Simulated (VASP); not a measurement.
# Rb4BaSe3 (P6/mmm) in VASP: further runs

Rb4BaSe3 is run at these levels: PBE; tasks: single point, relaxation of cell and atoms.

Everything below comes from runs of VASP 6.6.1. Logs are shortened: lines on timing, memory, paths and dates and some standing lists are left out, and cuts for length are marked.

## (1) The cell of the first run

It takes space group P6/mmm (No. 191, hexagonal). Conventional cell: a = 6.514 Å, b = 6.514 Å, c = 11.953 Å, α = 90.00°, β = 90.00°, γ = 120.00°. Within 4.9 Å of Rb (site symmetry -6m2) lie 3 Rb at 3.76 Å and 3 Ba at 3.76 Å. Within 4.4 Å of Rb (site symmetry 6mm) lie 1 Rb at 3.26 Å and 6 Se at 3.64 Å and 1 Ba at 4.35 Å. Ba (site symmetry 6/mmm) has 8 Rb at 3.76 to 4.35 Å within 4.9 Å. Within 4.3 Å of Se (site symmetry mmm) lie 4 Se at 3.26 Å and 4 Rb at 3.64 Å.

The cell was generated, and may not be a known phase.

## (2) Single point, PBE

File INCAR:

```
SYSTEM = Rb4BaSe3
PREC = Accurate
ENCUT = 520
EDIFF = 1E-6
ISMEAR = 0
SIGMA = 0.15
LREAL = .False.
LASPH = .True.
NELM = 80
ALGO = Normal
ISIF = 2
LWAVE = .False.
LCHARG = .False.
GGA = PE
NBANDS = 42
```

File KPOINTS:

```
Automatic mesh
0
Gamma
  3 3 1
  0 0 0
```

File POSCAR:

```
Rb4BaSe3
1.0
    6.5143844020      0.0000000000      0.0000000000
   -3.2571922010      5.6416223821      0.0000000000
    0.0000000000      0.0000000000     11.9532457684
Rb Ba Se
4 1 3
Direct
    0.3333333333      0.6666666667      0.0000000000
    0.6666666667      0.3333333333      0.0000000000
    0.0000000000      0.0000000000      0.3636551144
    0.0000000000      0.0000000000      0.6363448856
    0.0000000000      0.0000000000      0.0000000000
    0.5000000000      0.0000000000      0.5000000000
    0.0000000000      0.5000000000      0.5000000000
    0.5000000000      0.5000000000      0.5000000000
```

Potentials or basis: VASP PAW PBE potentials, release 64 (Rb_sv, Ba_sv, Se).

Started as:

```bash
> cat potpaw_PBE.64/Rb_sv/POTCAR potpaw_PBE.64/Ba_sv/POTCAR potpaw_PBE.64/Se/POTCAR > POTCAR
> mpirun -np 1 vasp_std > vasp.out
```

OUTCAR:

```text
SYSTEM = Rb4BaSe3
   PREC = Accurate
   ENCUT = 520
   EDIFF = 1E-6
   ISMEAR = 0
   LREAL = .False.
   LASPH = .True.
   NELM = 80
   ISIF = 2
   GGA = PE

 ion  position               nearest neighbor table
   1  0.333  0.667  0.000-   2 3.76   2 3.76   5 3.76   5 3.76   5 3.76   2 3.76   4 5.75   3 5.75
                             3 5.75   4 5.75   3 5.75   4 5.75
   2  0.667  0.333  0.000-   1 3.76   1 3.76   5 3.76   5 3.76   5 3.76   1 3.76   4 5.75   3 5.75
                             4 5.75   3 5.75   4 5.75   3 5.75
   3  0.000  0.000  0.364-   4 3.26   7 3.64   8 3.64   7 3.64   8 3.64   6 3.64   6 3.64   5 4.35
                             1 5.75   2 5.75   2 5.75   1 5.75   2 5.75   1 5.75
   4  0.000  0.000  0.636-   3 3.26   7 3.64   8 3.64   7 3.64   8 3.64   6 3.64   6 3.64   5 4.35
                             1 5.75   2 5.75   2 5.75   1 5.75   2 5.75   1 5.75
   5  0.000  0.000  0.000-   1 3.76   2 3.76   1 3.76   2 3.76   2 3.76   1 3.76   3 4.35   4 4.35

   6  0.500  0.000  0.500-   3 3.64   4 3.64   3 3.64   4 3.64
   7  0.000  0.500  0.500-   3 3.64   4 3.64   3 3.64   4 3.64
   8  0.500  0.500  0.500-   3 3.64   4 3.64   3 3.64   4 3.64

  LATTYP: Found a hexagonal cell.
 ALAT       =     6.5143844020
 C/A-ratio  =     1.8349002808

  Lattice vectors:

 A1 = (   6.5143844020,   0.0000000000,   0.0000000000)
 A2 = (  -3.2571922010,   5.6416223821,   0.0000000000)
 A3 = (   0.0000000000,   0.0000000000,  11.9532457684)

Analysis of symmetry for initial positions (statically):
=====================================================================
 Subroutine PRICEL returns:
 Original cell was already a primitive cell.

 Routine SETGRP: Setting up the symmetry group for a
 hexagonal supercell.

 Subroutine GETGRP returns: Found 24 space group operations
 (whereof 24 operations were pure point group operations)
 out of a pool of 24 trial point group operations.

The static configuration has the point symmetry D_6h.

Analysis of symmetry for dynamics (positions and initial velocities):
=====================================================================
 Subroutine PRICEL returns:
 Original cell was already a primitive cell.

 Routine SETGRP: Setting up the symmetry group for a
 hexagonal supercell.

 Subroutine GETGRP returns: Found 24 space group operations
 (whereof 24 operations were pure point group operations)
 out of a pool of 24 trial point group operations.

The dynamic configuration has the point symmetry D_6h.

 Subroutine INISYM returns: Found 24 space group operations
 (whereof 24 operations are pure point group operations),
 and found     1 'primitive' translations

[... 92 lines left out ...]
   POTIM  = 0.5000    time-step for ionic-motion
   TEBEG  =    0.0;   TEEND  =   0.0 temperature during run
   PSTRESS=    0.0 pullay stress
   NELECT =      64.0000    total number of electrons
   NUPDOWN=      -1.0000    fix difference up-down
   EMIN   =  10.00;   EMAX   =-10.00  energy-range for DOS
   EFERMI =   0.00;   METHOD = LEGACY
   ISMEAR =     0;   SIGMA  =   0.15  broadening in eV -4-tet -1-fermi 0-gaus
   EFERMI_NEDOS =   21; number of points for ismear=-14 and -15
   IALGO  =     38    algorithm
   IMIX   =      4    mixing-type and parameters
     AMIX     =   0.40;   BMIX     =  1.00
     AMIX_MAG =   1.60;   BMIX_MAG =  1.00
  volume/ion in A,a.u.               =      54.91       370.57
  Fermi-wavevector in a.u.,A,eV,Ry     =   0.861418  1.627843 10.096071  0.742040
  Thomas-Fermi vector in A             =   1.979068
   LORBIT       =      0    0 simple, 1 ext, 2 COOP (PROOUT), +10 PAW based schemes
   GGA     = PE    functional components
   LHFCALC =     F    Hartree Fock is set to
   AEXX    =    0.0000 exact exchange contribution
   IVDW    =     0    specifies the selected vdW correction
   LEPSILON=     F    determine dielectric tensor
   LRPA    =     F    only Hartree local field effects (RPA)
 non-spin polarized calculation
 Gauss-broadening in eV      SIGMA  =   0.15
  energy-cutoff  :      520.00
  volume of cell :      439.30
 maximum number of plane-waves:     11856
   NGX = 25   NGY = 25   NGZ = 45

 number of electron      63.9999997 magnetization

 Free energy of the ion-electron system (eV)
  ---------------------------------------------------
  ext. energy  EPLUGINS =         0.00000000
  ---------------------------------------------------
  free energy    TOTEN  =       -14.35753337 eV

  energy without entropy =      -14.22790476  energy(sigma->0) =      -14.29271907

 E-fermi :   0.4988     XC(G=0):  -6.4606

 val. band max:        0.4629394527   @ k =   0.3333   0.0000   0.0000
 cond. band min:       0.5967426017   @ k =   0.3333   0.0000   0.0000
 fundamental gap:      0.1338031490
 Fermi energy:         0.4988453703

 k-point     1 :       0.0000    0.0000    0.0000
  band No.  band energies     occupation
      1     -29.2497      2.00000
      2     -28.4996      2.00000
      3     -28.4248      2.00000
      4     -26.9525      2.00000
      5     -26.8424      2.00000
      6     -14.6272      2.00000
[... 124 lines left out ...]
     41       1.8178      0.00000
     42       3.1477      0.00000

------------------------ aborting loop because EDIFF is reached ----------------------------------------

  FORCE on cell =-STRESS in cart. coord.  units (eV):
  Direction    XX          YY          ZZ          XY          YZ          ZX
  --------------------------------------------------------------------------------------
  -------------------------------------------------------------------------------------
  Total        1.7541317      1.7541317     -0.0336993      0.0000000      0.0000000      0.0000000
  in kB        6.3974887      6.3974887     -0.1229047      0.0000000      0.0000000      0.0000000
  external PRESSURE =       4.2240242 kB  Pullay stress =       0.0000000 kB

 VOLUME and BASIS-vectors are now :
 -----------------------------------------------------------------------------
  energy-cutoff  :      520.00
  volume of cell :      439.30
      direct lattice vectors                 reciprocal lattice vectors
     6.514384402  0.000000000  0.000000000     0.153506446  0.088626988  0.000000000
    -3.257192201  5.641622382  0.000000000     0.000000000  0.177253976  0.000000000
     0.000000000  0.000000000 11.953245768     0.000000000  0.000000000  0.083659285

 POSITION                                       TOTAL-FORCE (eV/Angst)
 -----------------------------------------------------------------------------------
     -0.00000      3.76108      0.00000        -0.000000      0.000000      0.000000
      3.25719      1.88054      0.00000         0.000000     -0.000000     -0.000000
      0.00000      0.00000      4.34686         0.000000      0.000000     -0.040480
      0.00000      0.00000      7.60639         0.000000      0.000000      0.040480
      0.00000      0.00000      0.00000         0.000000      0.000000      0.000000
      3.25719      0.00000      5.97662         0.000000      0.000000      0.000000
     -1.62860      2.82081      5.97662         0.000000      0.000000      0.000000
      1.62860      2.82081      5.97662         0.000000      0.000000      0.000000
 -----------------------------------------------------------------------------------
    total drift:                               -0.000000      0.000000      0.000000

  FREE ENERGIE OF THE ION-ELECTRON SYSTEM (eV)
  ---------------------------------------------------
  free  energy   TOTEN  =       -14.3575333704 eV

  energy  without entropy=      -14.2279047621  energy(sigma->0) =      -14.29271907
```

stdout:

```text
POSCAR found type information on POSCAR RbBaSe
 POSCAR found :  3 types and       8 ions
 scaLAPACK will be used
 LDA part: xc-table for (Slater+PW92), standard interpolation
 POSCAR, INCAR and KPOINTS ok, starting setup
 FFT: planning ... GRIDC
 FFT: planning ... GRID_SOFT
 FFT: planning ... GRID
 WAVECAR not read
 entering main loop
```

Wall time 1.9 min (1 thread of Intel Xeon Platinum 8259CL at 2.50GHz (Skylake/Cascade Lake), shared host); peak memory 0.49 GiB.

Results:

```
Free energy            : -14.3575 eV
Pressure               : 0.4 GPa
Largest force          : 0.040 eV/Å
Band gap on the k mesh : zero (bands 32 and 33 overlap by 0.97 eV)
```

Forces in eV/Å, atoms in the order of the input:
```
Rb   0.000  0.000  0.000
Rb   0.000  0.000  0.000
Rb   0.000  0.000 -0.040
Rb   0.000  0.000  0.040
Ba   0.000  0.000  0.000
Se   0.000  0.000  0.000
Se   0.000  0.000  0.000
Se   0.000  0.000  0.000
```

Stress tensor (GPa, compression positive):
```
 0.64  0.00  0.00
 0.00  0.64  0.00
 0.00  0.00 -0.01
```

Levels at points of the mesh, in eV from the Fermi level:
| k point | band 30 | band 31 | band 32 | band 33 | band 34 | band 35 |
| --- | --- | --- | --- | --- | --- | --- |
| (0.00, 0.00, 0.00) | -0.39 | 0.24 | 0.68 | 0.68 | 0.73 | 1.01 |

Caveat: the k points lie up to 0.53 Å⁻¹ apart, too coarse for converged energies and pressures of a metal; spin-orbit coupling is left out, which moves the levels of the heavy elements.

## (3) Relaxation of cell and atoms, PBE

This run uses another cell than the first one, of 38.02 Å³/atom.

File INCAR:

```
ALGO = Normal
EDIFF = 1E-7
EDIFFG = -0.08
ENCUT = 600
GGA = PE
IBRION = 2
ISIF = 3
ISMEAR = 0
LASPH = True
LCHARG = False
LREAL = False
LWAVE = False
NELM = 60
NSW = 36
PREC = Accurate
SIGMA = 0.15
```

File KPOINTS:

```
k-points
0
Gamma
  3 3 1
```

File POSCAR:

```
Rb4BaSe3
1.0
    5.2373762200      0.0000000000      0.0000000000
   -2.6186881100      4.5357008600      0.0000000000
    0.0000000000      0.0000000000     12.8046044300
Rb Ba Se
4 1 3
Direct
    0.3333333300      0.6666666700      0.0000000000
    0.6666666700      0.3333333300      0.0000000000
    0.0000000000      0.0000000000      0.2204146200
    0.0000000000      0.0000000000      0.7795853800
    0.0000000000      0.0000000000      0.0000000000
    0.5000000000      0.0000000000      0.5000000000
    0.0000000000      0.5000000000      0.5000000000
    0.5000000000      0.5000000000      0.5000000000
```

Potentials or basis: VASP PAW PBE potentials, release 64 (Rb_sv, Ba_sv, Se).

Started as:

```bash
> cat potpaw_PBE.64/Rb_sv/POTCAR potpaw_PBE.64/Ba_sv/POTCAR potpaw_PBE.64/Se/POTCAR > POTCAR
> mpirun -np 1 vasp_std > vasp.out
```

OUTCAR:

```text
EDIFF = 1E-7
   EDIFFG = -0.08
   ENCUT = 600
   GGA = PE
   IBRION = 2
   ISIF = 3
   ISMEAR = 0
   LASPH = True
   LREAL = False
   NELM = 60
   NSW = 36
   PREC = Accurate

 ion  position               nearest neighbor table
   1  0.333  0.667  0.000-   5 3.02   2 3.02   2 3.02   5 3.02   5 3.02   2 3.02   4 4.14   3 4.14
                             3 4.14   4 4.14   3 4.14   4 4.14
   2  0.667  0.333  0.000-   5 3.02   1 3.02   1 3.02   5 3.02   5 3.02   1 3.02   4 4.14   3 4.14
                             4 4.14   3 4.14   4 4.14   3 4.14
   3  0.000  0.000  0.220-   5 2.82   2 4.14   1 4.14   2 4.14   1 4.14   2 4.14   1 4.14   4 5.64

   4  0.000  0.000  0.780-   5 2.82   2 4.14   1 4.14   2 4.14   1 4.14   2 4.14   1 4.14   3 5.64

   5  0.000  0.000  0.000-   3 2.82   4 2.82   1 3.02   2 3.02   2 3.02   1 3.02   2 3.02   1 3.02

   6  0.500  0.000  0.500-   7 2.62   8 2.62   8 2.62   7 2.62
   7  0.000  0.500  0.500-   8 2.62   8 2.62   6 2.62   6 2.62
   8  0.500  0.500  0.500-   7 2.62   7 2.62   6 2.62   6 2.62
[... 434 lines left out ...]

 number of electron      64.0000005 magnetization

------------------------ aborting loop because EDIFF is reached ----------------------------------------
[... 79 lines left out ...]
--------------------------------------- Ionic step       19  -------------------------------------------

 number of electron      64.0000007 magnetization

 Free energy of the ion-electron system (eV)
  ---------------------------------------------------
  ext. energy  EPLUGINS =         0.00000000
  ---------------------------------------------------
  free energy    TOTEN  =       -14.33210103 eV

  energy without entropy =      -14.18874605  energy(sigma->0) =      -14.26042354

 E-fermi :   0.0791     XC(G=0):  -5.9061

 val. band max:        0.0270864517   @ k =   0.3333   0.0000   0.0000
 cond. band min:       0.1702698162   @ k =   0.3333   0.0000   0.0000
 fundamental gap:      0.1431833645
 Fermi energy:         0.0791069157

 k-point     1 :       0.0000    0.0000    0.0000
  band No.  band energies     occupation
      1     -29.6954      2.00000
      2     -28.9246      2.00000
      3     -28.8610      2.00000
      4     -27.3990      2.00000
      5     -27.3234      2.00000
      6     -15.0632      2.00000
[... 147 lines left out ...]
  FREE ENERGIE OF THE ION-ELECTRON SYSTEM (eV)
  ---------------------------------------------------
  free  energy   TOTEN  =       -14.3321010294 eV

  energy  without entropy=      -14.1887460524  energy(sigma->0) =      -14.26042354

 reached required accuracy - stopping structural energy minimisation
```

Run time: 27 min. Hardware: 1 thread of Intel Xeon Platinum 8259CL at 2.50GHz (Skylake/Cascade Lake), shared host; peak memory 0.51 GiB.

What came out:

```
Free energy                           : -14.3321 eV
Relaxed volume                        : 63.50 Å³/atom
Relaxed cell                          : a = 6.622 Å, b = 6.622 Å, c = 13.376 Å, α = 90.00°, β = 90.00°, γ = 120.00°
Space group after relaxing (to 0.1 Å) : P6/mmm (No. 191)
Energy gained by relaxing             : 980.5 meV/atom
Ionic steps                           : 19
Pressure after relaxing               : -0.1 GPa
Largest force after relaxing          : 0.020 eV/Å
Band gap on the k mesh                : zero (bands 32 and 33 overlap by 0.68 eV)
```

Forces in eV/Å, atoms in the order of the input:
```
Rb   0.000  0.000  0.000
Rb   0.000  0.000  0.000
Rb   0.000  0.000  0.020
Rb   0.000  0.000 -0.020
Ba   0.000  0.000  0.000
Se   0.000  0.000  0.000
Se   0.000  0.000  0.000
Se   0.000  0.000  0.000
```

Stress tensor (GPa, compression positive):
```
 0.00  0.00  0.00
 0.00  0.00  0.00
 0.00  0.00 -0.20
```

The path:
```
step  energy change (eV)  largest force (eV/Å)  pressure (GPa)  volume (Å³)
   1              0.0000                3.4823            9.32       304.18
   2             -3.7667                1.4826            1.50       412.22
   3             -4.1942                1.2755            0.57       454.63
   4             -4.5650                1.0748           -0.28       547.95
   5             -4.5683                1.0596           -0.32       553.83
   6             -4.7257                1.0277           -0.28       544.95
   7             -5.1386                0.9461           -0.10       518.83
   8             -5.6511                0.8018            0.63       468.80
   9             -4.6540                0.1107            4.58       377.43
  10             -5.6936                0.7450            1.01       451.49
  11             -5.8066                0.7457            1.00       451.45
  12             -6.1413                0.7351            0.97       451.22
  13             -6.7678                0.6349            0.99       450.39
  14             -7.4994                0.1880            1.37       447.12
  15             -7.7698                0.0449            0.51       479.37
  16             -7.8043                0.0907           -0.40       534.40
  17             -7.8403                0.0493           -0.10       512.45
  18             -7.8407                0.0436           -0.07       510.00
  19             -7.8442                0.0198           -0.06       508.02
```

Final structure:
```xyz
8
Lattice="6.6225 0.0000 0.0000 -3.3112 5.7352 0.0000 0.0000 0.0000 13.3755" Properties=species:S:1:pos:R:3 pbc="T T T"
Rb    0.0000    3.8235    0.0000
Rb    3.3112    1.9117    0.0000
Rb    0.0000    0.0000    4.9945
Rb    0.0000    0.0000    8.3810
Ba    0.0000    0.0000    0.0000
Se    3.3112    0.0000    6.6878
Se   -1.6556    2.8676    6.6878
Se    1.6556    2.8676    6.6878
```

Caveat: the k points lie up to 0.47 Å⁻¹ apart in the final cell, too coarse for converged energies and pressures of a metal; the volume moved by over 15 % at a fixed basis, so the end points are rough; spin-orbit coupling is left out, which moves the levels of the heavy elements.

The gap in the log of VASP goes by the Fermi energy; the results here count the filled bands.